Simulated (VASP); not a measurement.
Input of a VASP 6.6.1 run:

INCAR

```
SYSTEM = MnS
PREC     = Accurate       ! precision mode
ENCUT    = 520            ! plane-wave cutoff, eV
EDIFF    = 1E-6           ! SCF threshold, eV
ISMEAR   = 0              ! smearing method
SIGMA    = 0.05           ! smearing width, eV
LREAL    = .FALSE.        ! projectors in reciprocal space
LASPH    = .TRUE.         ! aspherical terms in the spheres
NELM     = 150            ! most SCF steps
ALGO     = Normal         ! electronic algorithm
ISIF     = 2              ! what is computed and relaxed
LWAVE    = .FALSE.        ! write WAVECAR
LCHARG   = .FALSE.        ! write CHGCAR
ISPIN    = 2              ! spin polarisation
MAGMOM   = 4 0            ! initial moments
LORBIT   = 11             ! projections on sites
LMAXMIX  = 4              ! l up to which the mixer works
GGA      = PS             ! functional
NBANDS   = 20             ! bands
```

The input KPOINTS:

```
regular mesh
0
G
  9 9 9
  0 0 0
```

The input POSCAR:

```
MnS
1.0
    1.8299960138      1.0565486912      2.9709202777
   -1.8299960138      1.0565486912      2.9709202777
    0.0000000000     -2.1130973823      2.9709202777
Mn S
1 1
Direct
    0.0000000000      0.0000000000      0.0000000000
    0.5000000000      0.5000000000      0.5000000000
```

Potentials or basis: VASP PAW PBE potentials, release 64 (Mn_pv, S).

The run is started by

```sh
$ cat potpaw_PBE.64/Mn_pv/POTCAR potpaw_PBE.64/S/POTCAR > POTCAR
$ mpirun -np 1 vasp_std > vasp.out
```

(1) Predict the net moment.

(2) What does it give for the pressure?

(3) Estimate the site moments.

## Answers

(1) 4.64 μB per cell.

(2) -5.9 GPa.

(3) Mn +4.19; S +0.10 μB.

Caveat: the PAW data sets were made with another functional, which shifts forces and pressure a little; a cell with one magnetic atom can't hold antiferromagnetic order, which such compounds often take.
